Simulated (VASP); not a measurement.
Wanted: the native input for a VASP 6.6.1 run.

```
Task                   : single point
Functional             : PBEsol
Potentials or basis    : VASP PAW PBE potentials, release 64 (Hf_pv, N)
Cutoff                 : 520 eV
k mesh                 : 16 × 16 × 12
Occupations            : gaussian, width 0.1 eV
Spin                   : no spin polarisation
Dipole correction      : no
Further INCAR settings : ALGO = Normal; EDIFF = 1e-07; NBANDS = 23
```

The structure of HfN lies in POSCAR:

```
HfN
1.0
    2.1495788586      2.1495788586      0.0000000000
   -2.1495788586      2.1495788586      0.0000000000
    0.0000000000      0.0000000000      4.5777227653
Hf N
2 2
Direct
    0.0000000000      0.0000000000      0.0000000000
    0.5000000000      0.5000000000      0.5000000000
    0.5000000000      0.5000000000      0.0000000000
    0.0000000000      0.0000000000      0.5000000000
```

This cell differs from its parent crystal: biaxial strain in the a-b plane: -4.5 %, then relaxed in part.

The input as run:

INCAR

```
SYSTEM = HfN
ALGO     = Normal         ! electronic algorithm
EDIFF    = 1E-7           ! SCF threshold, eV
ENCUT    = 520            ! plane-wave cutoff, eV
GGA      = PS             ! functional
ISIF     = 2              ! what is computed and relaxed
ISMEAR   = 0              ! smearing method
LASPH    = .True.         ! aspherical terms in the spheres
LCHARG   = .False.        ! write CHGCAR
LREAL    = .False.        ! projectors in reciprocal space
LWAVE    = .False.        ! write WAVECAR
NBANDS   = 23             ! bands
NELM     = 60             ! most SCF steps
PREC     = Accurate       ! precision mode
SIGMA    = 0.1            ! smearing width, eV
```

KPOINTS

```
k-points
0
Gamma
  16 16 12
  0 0 0
```

Potentials or basis: VASP PAW PBE potentials, release 64 (Hf_pv, N).

Run with:

```bash
$ cat potpaw_PBE.64/Hf_pv/POTCAR potpaw_PBE.64/N/POTCAR > POTCAR
$ mpirun -np 1 vasp_std > vasp.out
```

Results of the run:

- Pressure: 26.0 GPa
- Band gap on the k mesh: zero (band 15 reaches 12.70 eV, above the bottom of band 16 at 5.40 eV)

Caveat: the cell differs from its parent crystal (biaxial strain in the a-b plane: -4.5 %, then relaxed in part); the PAW data sets were made with another functional, which shifts forces and pressure a little; spin-orbit coupling is left out, which moves the levels of the heavy elements.

It took 84 s on 1 thread of Intel(R) Xeon(R) 6975P-C (Granite Rapids), with other jobs on the host, peak memory 0.36 GiB.
